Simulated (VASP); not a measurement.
# Zn (a cell with a defect) in VASP: a series of runs, part 2 of 3

VASP 6.6.1. Earlier steps stand in the parts before.

## 3. Single point, PBE+D3(BJ)

Input file INCAR:

```
  PREC = Accurate
  ENCUT = 520
  EDIFF = 1E-7
  ISMEAR = -1
  SIGMA = 0.1
  LREAL = False
  LASPH = True
  NELM = 80
  ALGO = Normal
  ISIF = 2
  LWAVE = False
  LCHARG = False
  GGA = PE
  IVDW = 12
  NBANDS = 90
```

Input file KPOINTS:

```
Automatic mesh
0
Gamma
  2 2 2
```

Input file POSCAR:

```
Zn
1.0
    5.3200000000      0.0000000000      0.0000000000
   -3.9900000000      6.9108830000      0.0000000000
    0.0000000000      0.0000000000      4.9369600000
Zn
13
Direct
    0.0086709647     -0.0017219218     -0.0003848522
    0.1535459214      0.2159058401      0.4442004796
   -0.0487565955      0.2747405795     -0.0717040446
    0.2274157998      0.5765543998      0.5314201452
    0.0124607554      0.6640830123      0.0066032538
    0.0572979779      0.7954699855      0.4494263676
    0.5239979664     -0.0286794032      0.1091764973
    0.8293064747      0.3266442219      0.3163687775
    0.4608864248      0.3323598446     -0.0292690239
    0.6037328020      0.5096888487      0.5841246435
    0.5748609284      0.6730977793      0.0861258750
    0.6555686865      0.8984524843      0.5746248704
    0.4372644358      0.0992347866      0.6573478416
```

Potentials or basis: VASP PAW PBE potentials, release 64 (Zn).

On the command line:

```console
$ cat potpaw_PBE.64/Zn/POTCAR > POTCAR
$ mpirun -np 1 vasp_std > vasp.out
```

OUTCAR:

```text
PREC = Accurate
   ENCUT = 520
   EDIFF = 1E-7
   ISMEAR = -1
   LREAL = False
   LASPH = True
   NELM = 80
   ISIF = 2
   GGA = PE
   IVDW = 12
 IVDW          = 12

 ion  position               nearest neighbor table
   1  0.009  0.998  1.000-   3 2.40  11 2.50   7 2.54   9 2.55  13 2.62  12 2.66   2 2.66   5 2.68
                             6 2.83   7 2.91
   2  0.154  0.216  0.444-  13 2.38   8 2.38  10 2.47   1 2.66  12 2.67   9 2.74   4 2.74   3 2.76
                             3 2.89   9 2.96
   3  0.951  0.275  0.928-   8 2.13   1 2.40   7 2.51   9 2.52  13 2.72   2 2.76   4 2.87   9 2.87
                             2 2.89   5 2.98
   4  0.227  0.577  0.531-   8 2.32  10 2.33   6 2.37  12 2.45  11 2.72   2 2.74   5 2.85   3 2.87
[... 9 lines left out ...]
   9  0.461  0.332  0.971-  10 2.27  13 2.37   3 2.52  11 2.54   1 2.55   8 2.62   2 2.74   5 2.81
                             3 2.87   2 2.96
  10  0.604  0.510  0.584-   9 2.27   4 2.33   6 2.44   2 2.47   8 2.66   5 2.81  11 2.82  11 2.84
                            13 2.96  12 2.97
  11  0.575  0.673  0.086-   5 2.40   1 2.50   7 2.53   9 2.54   4 2.72  10 2.82  10 2.84   6 2.87
                            12 2.91   5 2.98  12 3.00
[... 950 lines left out ...]

 E8    (eV) :    -2.4069

  FORCE on cell =-STRESS in cart. coord.  units (eV):
  Direction    XX          YY          ZZ          XY          YZ          ZX
  --------------------------------------------------------------------------------------
  -------------------------------------------------------------------------------------
  Total      10.60943    11.90971    16.96292     3.03804     1.63861    -0.64534
  in kB      93.64784   105.12525   149.72918    26.81634    14.46376    -5.69628
  external pressure =      116.17 kB  Pullay stress =        0.00 kB

 VOLUME and BASIS-vectors are now :
 -----------------------------------------------------------------------------
  energy-cutoff  :      520.00
  volume of cell :      181.51
      direct lattice vectors                 reciprocal lattice vectors
     5.320000000  0.000000000  0.000000000     0.187969925  0.108524482  0.000000000
    -3.990000000  6.910883000  0.000000000     0.000000000  0.144699310  0.000000000
     0.000000000  0.000000000  4.936960000     0.000000000  0.000000000  0.202553798

 POSITION                                       TOTAL-FORCE (eV/Angst)
 -----------------------------------------------------------------------------------
     -3.93700      6.89898      4.93506         1.037042     -0.709395      0.011138
     -0.04460      1.49210      2.19300        -0.154956     -0.189773     -0.263342
      3.96440      1.89870      4.58296         0.489829      0.706131     -3.244653
     -1.09060      3.98450      2.62360        -0.327359     -0.031387      0.798899
     -2.58340      4.58940      0.03260         1.247167     -0.467075     -1.199396
     -2.86910      5.49740      2.21880        -0.496763      1.094505      0.412102
     -1.08790      6.71268      0.53900        -0.923351     -0.253835      0.192423
      3.10860      2.25740      1.56190        -2.371325      0.025298      2.271446
      1.12580      2.29690      4.79246         0.073914     -0.189139      1.807015
      1.17820      3.52240      2.88380         1.305407      0.897797     -0.789724
      0.37260      4.65170      0.42520        -1.062849     -0.397044      0.046785
     -0.09720      6.20910      2.83690         0.601013     -0.196608      0.224769
      1.93030      0.68580      3.24530         0.582231     -0.289475     -0.267463
 -----------------------------------------------------------------------------------
    total drift:                               -0.000225     -0.000876      0.001676

  FREE ENERGIE OF THE ION-ELECTRON SYSTEM (eV)
  ---------------------------------------------------
  free  energy   TOTEN  =       -17.5349213867 eV

  energy  without entropy=      -17.4127893509  energy(sigma->0) =      -17.47385537
```

stdout:

```text
POSCAR found type information on POSCAR Zn
 POSCAR found :  1 types and      13 ions
 scaLAPACK will be used
 LDA part: xc-table for (Slater+PW92), standard interpolation
 POSCAR, INCAR and KPOINTS ok, starting setup
 FFT: planning ... GRIDC
 FFT: planning ... GRID_SOFT
 FFT: planning ... GRID
 WAVECAR not read
 entering main loop
```

Wall time 2.9 min (1 thread of Intel Xeon Platinum 8259CL at 2.50GHz (Skylake/Cascade Lake), shared host); peak memory 0.33 GiB.

Results:

* Free energy: -17.5349 eV
* Pressure: 11.6 GPa
* Largest force: 3.357 eV/Å
* Band gap on the k mesh: zero (band 78 reaches 6.80 eV, above the bottom of band 79 at 2.99 eV)
* Dispersion energy per atom: -0.440 eV

Forces in eV/Å, atoms in the order of the input:
```
Zn   1.037 -0.709  0.011
Zn  -0.155 -0.190 -0.263
Zn   0.490  0.706 -3.245
Zn  -0.327 -0.031  0.799
Zn   1.247 -0.467 -1.199
Zn  -0.497  1.095  0.412
Zn  -0.923 -0.254  0.192
Zn  -2.371  0.025  2.271
Zn   0.074 -0.189  1.807
Zn   1.305  0.898 -0.790
Zn  -1.063 -0.397  0.047
Zn   0.601 -0.197  0.225
Zn   0.582 -0.289 -0.267
```

Levels at points of the mesh, in eV from the Fermi level:
```csv
k point,band 73,band 74,band 75,band 76,band 77,band 78,band 79,band 80,band 81,band 82
"(0.00, 0.00, 0.00)",-2.80,-2.41,-1.18,-0.86,0.04,0.24,0.28,0.62,1.81,2.05
"(0.50, 0.00, 0.00)",-2.19,-1.60,-1.39,-1.24,-1.06,-0.80,-0.36,-0.25,0.39,2.05
"(0.00, 0.50, 0.00)",-2.83,-2.71,-2.47,-2.42,-2.04,-0.16,1.27,1.53,1.66,2.26
"(0.50, 0.50, 0.00)",-2.37,-2.14,-1.94,-0.50,-0.02,0.45,0.73,1.26,1.55,2.21
"(0.00, 0.00, 0.50)",-2.92,-2.72,-2.58,-1.69,-1.55,-0.63,-0.45,1.78,2.09,2.40
"(0.50, 0.00, 0.50)",-5.35,-1.54,-1.37,-0.44,-0.34,1.13,1.38,1.65,2.15,3.25
"(0.00, 0.50, 0.50)",-2.61,-2.17,-1.99,-1.81,-1.71,-0.52,-0.20,-0.08,-0.06,1.71
"(0.50, 0.50, 0.50)",-4.33,-3.18,-3.08,-2.79,-2.63,3.36,3.63,3.79,4.10,4.19
```

Caveat: the k points lie up to 0.68 Å⁻¹ apart.

## 4. Single point, PBE+D3(BJ)

Input file INCAR:

```
SYSTEM = Zn
ALGO = Normal
EDIFF = 1E-6
ENCUT = 520
GGA = PE
ISIF = 2
ISMEAR = -1
IVDW = 12
LASPH = .True.
LCHARG = .False.
LREAL = .False.
LWAVE = .False.
NBANDS = 90
NELM = 80
PREC = Accurate
SIGMA = 0.1
```

Input file KPOINTS:

```
k-points
0
Gamma
  2 2 2
  0 0 0
```

Input file POSCAR:

```
Zn
1.0
    5.3200000000      0.0000000000      0.0000000000
   -3.9900000000      6.9108830000      0.0000000000
    0.0000000000      0.0000000000      4.9369600000
Zn
13
Direct
    0.0055045436      0.0128782386      0.0141382551
    0.1449869299      0.2070502423      0.4634836012
   -0.0377145106      0.2726713793     -0.0568568512
    0.2437268173      0.5783776111      0.5134941340
    0.0112391779      0.6892462222     -0.0075957674
    0.0412183777      0.7703212455      0.4808829725
    0.5122656645     -0.0353500414      0.1007907700
    0.8501941087      0.3341685860      0.3259900830
    0.4708040156      0.3310720208     -0.0286005963
    0.5749753611      0.4858568724      0.5689128533
    0.5977216762      0.6808970721      0.0776591263
    0.6499615495      0.9078434695      0.5591295048
    0.4314013884      0.1008409490      0.6466124903
```

On the command line:

```console
$ cat potpaw_PBE.64/Zn/POTCAR > POTCAR
$ mpirun -np 1 vasp_std > vasp.out
```

It took 2.8 min on 1 thread of Intel Xeon Platinum 8259CL at 2.50GHz (Skylake/Cascade Lake), shared host; peak memory 0.33 GiB.

Results (log left out):

* Free energy: -15.9783 eV
* Pressure: 16.1 GPa
* Largest force: 3.858 eV/Å
* Band gap on the k mesh: zero (band 78 reaches 6.65 eV, above the bottom of band 79 at 2.98 eV)
* Dispersion energy per atom: -0.440 eV

Forces on the atoms (eV/Å):
```
Zn   1.780 -1.689  0.057
Zn  -0.975 -0.537 -0.568
Zn  -0.226  1.472 -3.558
Zn  -0.021  0.564  0.870
Zn   2.380 -0.589 -1.019
Zn  -0.894  1.503 -0.048
Zn  -1.048  0.003  0.081
Zn  -3.023 -0.307  1.920
Zn   0.333  0.064  2.197
Zn   2.057  1.239 -0.686
Zn  -2.270 -0.685  0.264
Zn   0.901 -0.439  0.401
Zn   1.006 -0.600  0.089
```

Stress tensor (GPa, compression positive):
```
17.24  0.84 -0.09
 0.84 14.27  1.04
-0.09  1.04 16.66
```

Levels at points of the mesh, in eV from the Fermi level:
```tsv
k point	band 73	band 74	band 75	band 76	band 77	band 78	band 79	band 80	band 81	band 82
(0.00, 0.00, 0.00)	-2.77	-2.39	-1.15	-0.72	-0.18	0.14	0.40	0.76	1.65	2.01
(0.50, 0.00, 0.00)	-2.09	-1.64	-1.39	-1.26	-1.11	-0.76	-0.40	-0.07	0.57	1.93
(0.00, 0.50, 0.00)	-2.84	-2.79	-2.41	-2.25	-1.84	-0.09	1.22	1.51	1.60	2.28
(0.50, 0.50, 0.00)	-2.32	-2.16	-1.85	-0.50	-0.06	0.46	0.70	1.21	1.48	2.08
(0.00, 0.00, 0.50)	-2.92	-2.70	-2.58	-1.63	-1.41	-0.77	-0.43	1.73	2.15	2.47
(0.50, 0.00, 0.50)	-5.13	-1.68	-1.35	-0.37	-0.24	1.07	1.38	1.59	2.32	3.09
(0.00, 0.50, 0.50)	-2.70	-2.17	-1.95	-1.73	-1.58	-0.54	-0.16	-0.12	0.02	1.81
(0.50, 0.50, 0.50)	-4.29	-3.18	-3.04	-2.76	-2.47	3.23	3.51	3.70	4.03	4.23
```

Caveat: the k points lie up to 0.68 Å⁻¹ apart.

## 5. Single point, PBE+D3(BJ)

Input file INCAR:

```
ALGO = Normal ; EDIFF = 1E-6
ENCUT = 520 ; GGA = PE
ISIF = 2 ; ISMEAR = -1
IVDW = 12 ; LASPH = T
LCHARG = F ; LREAL = F
LWAVE = F ; NBANDS = 90
NELM = 80 ; PREC = Accurate
SIGMA = 0.1
```

Input file KPOINTS:

```
k-points
0
Gamma
  2 2 2
```

Input file POSCAR:

```
Zn
1.0
    5.3200000000      0.0000000000      0.0000000000
   -3.9900000000      6.9108830000      0.0000000000
    0.0000000000      0.0000000000      4.9369600000
Zn
13
Direct
    0.0100497846      0.0141515925      0.0271016982
    0.1268468145      0.1960965046      0.4744620171
   -0.0223585907      0.2808903001     -0.0791377690
    0.2598560013      0.5834420869      0.5068098587
    0.0274110781      0.7061471016     -0.0295525992
    0.0276323800      0.7597003162      0.5070124125
    0.4929370959     -0.0409209648      0.0946736453
    0.8393650800      0.3384516856      0.3532943350
    0.4823796375      0.3302906445     -0.0065829984
    0.5749130687      0.4739191794      0.5492651348
    0.5940138967      0.6827202834      0.0726965582
    0.6510862672      0.9126764264      0.5497715193
    0.4321576226      0.0982653013      0.6382065076
```

On the command line:

```console
$ cat potpaw_PBE.64/Zn/POTCAR > POTCAR
$ mpirun -np 1 vasp_std > vasp.out
```

Wall time 2.8 min (1 thread of Intel Xeon Platinum 8259CL at 2.50GHz (Skylake/Cascade Lake), shared host); peak memory 0.33 GiB.

The run converged. Its results:

```
Free energy                : -16.5433 eV
Pressure                   : 14.9 GPa
Largest force              : 2.346 eV/Å
Band gap on the k mesh     : zero (band 78 reaches 6.42 eV, above the bottom of band 79 at 3.02 eV)
Dispersion energy per atom : -0.440 eV
```

Forces on the atoms (eV/Å):
```
Zn   1.036 -1.178  0.112
Zn  -0.890 -0.125 -0.754
Zn  -1.059  1.457 -0.866
Zn   0.126  0.479  0.611
Zn   1.480 -1.299  0.359
Zn  -0.818  1.722 -1.367
Zn  -0.189  0.753  0.195
Zn  -0.918 -0.896 -0.595
Zn   0.302  0.297  1.028
Zn   1.027  0.606  0.255
Zn  -1.556 -0.776  0.072
Zn   0.957 -0.735  0.422
Zn   0.503 -0.305  0.528
```

Stress tensor (GPa, compression positive):
```
16.67  1.72  0.82
 1.72 14.55  0.34
 0.82  0.34 13.60
```

Levels at points of the mesh, in eV from the Fermi level:
```csv
k point,band 74,band 75,band 76,band 77,band 78,band 79,band 80,band 81
"(0.00, 0.00, 0.00)",-2.44,-1.18,-0.68,-0.20,0.09,0.39,0.84,1.60
"(0.50, 0.00, 0.00)",-1.57,-1.36,-1.30,-1.12,-0.95,-0.39,-0.07,0.64
"(0.00, 0.50, 0.00)",-2.81,-2.43,-2.18,-1.81,-0.05,1.09,1.47,1.59
"(0.50, 0.50, 0.00)",-2.16,-1.88,-0.50,-0.05,0.43,0.71,1.23,1.53
"(0.00, 0.00, 0.50)",-2.71,-2.45,-1.67,-1.34,-0.97,-0.33,1.55,2.29
"(0.50, 0.00, 0.50)",-1.86,-1.25,-0.40,-0.14,1.00,1.34,1.57,2.41
"(0.00, 0.50, 0.50)",-2.22,-1.84,-1.67,-1.47,-0.70,-0.26,-0.09,0.00
"(0.50, 0.50, 0.50)",-3.28,-3.07,-2.68,-2.36,3.00,3.47,3.76,3.99
```

Caveat: the k points lie up to 0.68 Å⁻¹ apart.

[end of part 2 of 3]
